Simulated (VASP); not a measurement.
Here is a VASP 6.6.1 calculation.

INCAR

```
SYSTEM = Pd
ALGO = Normal ; EDIFF = 1E-6
EDIFFG = -0.005 ; ENCUT = 600
GGA = RE ; IBRION = 2
ISIF = 3 ; ISMEAR = -1
IVDW = 13 ; LASPH = .True.
LCHARG = .False. ; LREAL = .False.
LWAVE = .False. ; NELM = 80
NSW = 80 ; PREC = Accurate
SIGMA = 0.05
```

The input KPOINTS:

```
k-points
0
Gamma
  12 12 12
  0 0 0
```

File POSCAR:

```
Pd
1.0
    0.0000000000      1.9465000000      1.9465000000
    1.9465000000      0.0000000000      1.9465000000
    1.9465000000      1.9465000000      0.0000000000
Pd
1
Direct
    0.0000000000      0.0000000000      0.0000000000
```

Potentials or basis: VASP PAW PBE potentials, release 64 (Pd).

Run with:

```console
$ cat potpaw_PBE.64/Pd/POTCAR > POTCAR
$ mpirun -np 1 vasp_std > vasp.out
```

Q: What does it give for the relaxed cell?

A: a = 2.759 Å, b = 2.759 Å, c = 2.759 Å, α = 60.00°, β = 60.00°, γ = 60.00°.

Q: What does it give for the dispersion energy per atom?

A: -0.821 eV.

The path:
| step | energy change (eV) | largest force (eV/Å) | pressure (GPa) | volume (Å³) |
| --- | --- | --- | --- | --- |
| 1 | 0.0000 | 0.0000 | 1.25 | 14.75 |
| 2 | 0.0005 | 0.0000 | -1.77 | 15.00 |
| 3 | -0.0004 | 0.0000 | -0.01 | 14.85 |

Caveat: the PAW data sets were made with another functional, which shifts forces and pressure a little; pairwise dispersion overbinds metals, which lowers pressure and volume. Zero-point motion and thermal expansion aren't in these numbers.
